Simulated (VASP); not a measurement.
Br, 2 atoms in the cell. The structure is cubic, space group Fd-3m (No. 227). The conventional cell has a = 6.728 Å, b = 6.728 Å, c = 6.728 Å, α = 90.00°, β = 90.00°, γ = 90.00°. Br (site symmetry -43m) has 4 Br at 2.91 Å within 3.8 Å. 

```yaml
Program: VASP 6.6.1
Task: single point
Functional: LDA
Potentials_or_basis: VASP PAW LDA potentials, release 64 (Br)
Cutoff: 520 eV
k_mesh: 11 × 11 × 11
Occupations: fermi-dirac, width 0.08 eV
Spin: no spin polarisation
Dipole_correction: no
Further_INCAR_settings: ALGO = Normal; EDIFF = 1e-06; NBANDS = 14
```

Potentials or basis: VASP PAW LDA potentials, release 64 (Br).

Launch:

```sh
$ cat potpaw_LDA.64/Br/POTCAR > POTCAR
$ mpirun -np 1 vasp_std > vasp.out
```

Hardware: 1 thread of Intel(R) Xeon(R) Platinum 8488C (Sapphire Rapids), with other jobs on the host.

Problem. Estimate the wall time of this run.

Solution. Wall time 37 s on 1 thread of Intel(R) Xeon(R) Platinum 8488C (Sapphire Rapids) (shared host), peak memory 0.19 GiB. Counts: scf iterations 9, k points 56.
